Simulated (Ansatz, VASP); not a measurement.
## Two plane-wave programs on NiO

The input POSCAR:

```
NiO
1.0
    2.1056144564      2.1056144564      0.0000000000
   -2.1056144564      2.1056144564      0.0000000000
    0.0000000000      0.0000000000      4.1048250541
Ni O
2 2
Direct
    0.0000000000      0.0000000000      0.0000000000
    0.5000000000      0.5000000000      0.5000000000
    0.5000000000      0.5000000000      0.0000000000
    0.0000000000      0.0000000000      0.5000000000
```

INCAR.step1

```
SYSTEM = NiO
PREC     = Accurate       ! precision mode
ENCUT    = 520            ! plane-wave cutoff, eV
ISMEAR   = 0              ! smearing method
SIGMA    = 0.02           ! smearing width, eV
LREAL    = .False.        ! projectors in reciprocal space
LASPH    = .True.         ! aspherical terms in the spheres
NELM     = 150            ! most SCF steps
ISPIN    = 2              ! spin polarisation
MAGMOM   = 1.83 1.83 0.31 0.31 ! initial moments
LMAXMIX  = 4              ! l up to which the mixer works
NBANDS   = 28             ! bands
GGA      = PE             ! functional
ALGO     = Normal         ! electronic algorithm
EDIFF    = 1E-4           ! SCF threshold, eV
LWAVE    = .True.         ! write WAVECAR
LCHARG   = .False.        ! write CHGCAR
```

File INCAR.step2:

```
SYSTEM = NiO
PREC     = Accurate       ! precision mode
ENCUT    = 520            ! plane-wave cutoff, eV
EDIFF    = 1E-7           ! SCF threshold, eV
ISMEAR   = 0              ! smearing method
SIGMA    = 0.02           ! smearing width, eV
LREAL    = .False.        ! projectors in reciprocal space
LASPH    = .True.         ! aspherical terms in the spheres
NELM     = 150            ! most SCF steps
ALGO     = Normal         ! electronic algorithm
ISIF     = 2              ! what is computed and relaxed
LWAVE    = .False.        ! write WAVECAR
LCHARG   = .False.        ! write CHGCAR
ISPIN    = 2              ! spin polarisation
MAGMOM   = 1.83 1.83 0.31 0.31 ! initial moments
LORBIT   = 11             ! projections on sites
LMAXMIX  = 4              ! l up to which the mixer works
METAGGA  = R2SCAN         ! meta-GGA
LMIXTAU  = .True.       
NBANDS   = 28             ! bands
ISTART   = 1
```

File KPOINTS:

```
Automatic mesh
0
Gamma
  10 10 8
  0 0 0
```

Input for Ansatz:

```yaml
crystal:
  lattice:
    - [2.1056144564, 2.1056144564, 0.0]
    - [-2.1056144564, 2.1056144564, 0.0]
    - [0.0, 0.0, 4.1048250541]
  atoms:
    - { symbol: Ni, position: [0.0, 0.0, 0.0], spin: 1.83 }
    - { symbol: Ni, position: [0.5, 0.5, 0.5], spin: 1.83 }
    - { symbol: O, position: [0.5, 0.5, 0.0], spin: 0.31 }
    - { symbol: O, position: [0.0, 0.0, 0.5], spin: 0.31 }
basis:
  ecutwfc: 500
kpoints:
  mp_grid: { grid: [10, 10, 8] }
  band_path: { path: [VBM, CBM], npoints: 2 }
hamiltonian:
  xc: r2scan
scf:
  occupations: { method: gaussian, width: 0.02 }
output:
  forces: true
  stress: true
  eigenvalues: true
  populations: true
magnetization:
  spin_polarized: true
checkpoint:
  read: start.run
  write: ck
  compress: false
  write_wavefunctions: false
  write_every: 100000
```

Alike in both runs: task single point; functional r2SCAN; k mesh 10 × 10 × 8; occupations gaussian, width 0.02 eV; collinear spin.

|  | VASP | Ansatz |
| --- | --- | --- |
| version | VASP 6.6.1 | Ansatz 0.2.0 |
| potentials or method | VASP PAW PBE potentials, release 64 (Ni, O), cutoff 520 eV | scalar-relativistic, plane waves, PAW |
| valence electrons in the cell | 32 | 48 |

|  | VASP | Ansatz | Ansatz less VASP |
| --- | --- | --- | --- |
| gap on the k mesh at the Fermi level (eV) | 0.57 | 0.65 | +0.082 |
| least direct gap on the mesh (eV) | 1.54 | 1.62 | +0.076 |
| pressure (GPa) | 2.4 | 2.4 | -0.04 |
| traceless stress, the component that is largest in VASP (GPa) | 4.77 | 4.71 | -0.062 |
| net moment per atom (μB) | 1.00 | 1.00 | 0.000 |
| size of the moment on the site where the two differ most (μB) | 1.69 | 1.66 | -0.032 |

VASP's potentials were made for PBE, not for r2SCAN. Site moments also hang on the region over which each program counts them. With one functional, cell and mesh, what is left measures potentials, basis and numerics. VASP's potentials hold 32 valence electrons a cell and Ansatz's 48, so a difference there can come from the potentials and not from the codes. Ansatz's warnings: stability check not made.
